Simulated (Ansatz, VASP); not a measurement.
# Two plane-wave programs on SnO

```
Sn O
1.0
     3.68311    0.00000    0.00000
     0.00000    3.68311    0.00000
     0.00000    0.00000    5.15325
Sn O
2 2
Direct
  0.00000 0.50000 0.23850
  0.50000 0.00000 0.76150
  0.00000 0.00000 0.00000
  0.50000 0.50000 0.00000
```

Alike in both runs: task single point; functional PBEsol; k mesh 14 × 14 × 12; occupations gaussian, width 0.15 eV; no spin polarisation.

```csv
,VASP,Ansatz
version,VASP 6.6.1,Ansatz 0.2.0
potentials or method,"VASP PAW PBE potentials, release 64 (Sn_d, O), cutoff 520 eV","scalar-relativistic, plane waves, PAW"
valence electrons in the cell,40,40
```

```csv
,VASP,Ansatz,Ansatz less VASP
gap on the k mesh at the Fermi level (eV),none,none,-
pressure (GPa),1.5,1.2,-0.25
"traceless stress, the component that is largest in VASP (GPa)",-5.63,-5.68,-0.053
rms of the force components (eV/Å),0.186,0.221,+0.0353
```

VASP's potentials were made for PBE, not for PBEsol. Atom by atom the forces differ by 0.035 eV/Å (rms over components). A gap of «none» marks a metal or a gap that the smearing closes. The functional is the same, so the differences come from potentials, cutoffs and numerics.
